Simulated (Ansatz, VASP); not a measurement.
# Al2Pt: VASP beside Ansatz

```
Al Pt
1.0
     0.00000    2.97273    2.97273
     2.97273    0.00000    2.97273
     2.97273    2.97273    0.00000
Al Pt
2 1
Direct
  0.25000 0.25000 0.25000
  0.75000 0.75000 0.75000
  0.00000 0.00000 0.00000
```

Alike in both runs: functional PBE; k mesh 6 × 6 × 6; occupations gaussian, width 0.1 eV; no spin polarisation.

Ansatz relaxed the structure, and its values are those at the end. VASP's run is a single point on that final structure, the one shown.

|  | VASP | Ansatz |
| --- | --- | --- |
| version | VASP 6.6.1 | Ansatz 0.2.0 |
| potentials or method | VASP PAW PBE potentials, release 64 (Al, Pt), cutoff 500 eV | scalar-relativistic, plane waves, PAW |
| valence electrons in the cell | 16 | 24 |

Ansatz gave:

| Quantity | Value |
| --- | --- |
| gap on the k mesh at the Fermi level (eV) | none |
| pressure (GPa) | 0.0 |

Estimate VASP's values.

gap on the k mesh at the Fermi level (eV): none; pressure (GPa): -0.2.

A gap of «none» marks a metal or a gap that the smearing closes. VASP's potentials hold 16 valence electrons a cell and Ansatz's 24, so a difference there can come from the potentials and not from the codes.

Spin-orbit coupling is off throughout.
